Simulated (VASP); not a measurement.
Wanted: the native input for a VASP 6.6.1 run.

```yaml
Task: single point
Functional: LDA
Potentials_or_basis: VASP PAW LDA potentials, release 64 (Ge_d)
Cutoff: 520 eV
k_mesh: 8 × 8 × 8
Occupations: fermi-dirac, width 0.05 eV
Spin: no spin polarisation
Dipole_correction: no
Further_INCAR_settings: ALGO = Normal; EDIFF = 1e-06; NBANDS = 21
```

The structure of Ge lies in POSCAR:

```
Ge
1.0
    0.0000000000      2.8661367691      2.8661367691
    2.8661367691      0.0000000000      2.8661367691
    2.8661367691      2.8661367691      0.0000000000
Ge
2
Direct
    0.7500000000      0.7500000000      0.7500000000
    0.5000000000      0.5000000000      0.5000000000
```

This cell differs from its parent crystal: volume scaled by 1.04.

These files were run (other wordings do the same):

INCAR

```
PREC = Accurate
ENCUT = 520
EDIFF = 1E-6
ISMEAR = -1
SIGMA = 0.05
LREAL = F
LASPH = T
NELM = 100
ALGO = Normal
ISIF = 2
LWAVE = F
LCHARG = T
GGA = CA
LELF = T
LVHAR = T
NBANDS = 21
```

KPOINTS

```
regular mesh
0
Gamma
  8 8 8
```

Potentials or basis: VASP PAW LDA potentials, release 64 (Ge_d).

Launch:

```console
$ cat potpaw_LDA.64/Ge_d/POTCAR > POTCAR
$ mpirun -np 1 vasp_std > vasp.out
```

Results of the run:

* Pressure: -3.5 GPa
* Band gap on the k mesh: zero (band 14 reaches 4.35 eV, above the bottom of band 15 at 4.30 eV)

Run time: 15 s on 1 thread of Intel(R) Xeon(R) 6975P-C (Granite Rapids), with other jobs on the host, peak memory 0.15 GiB.
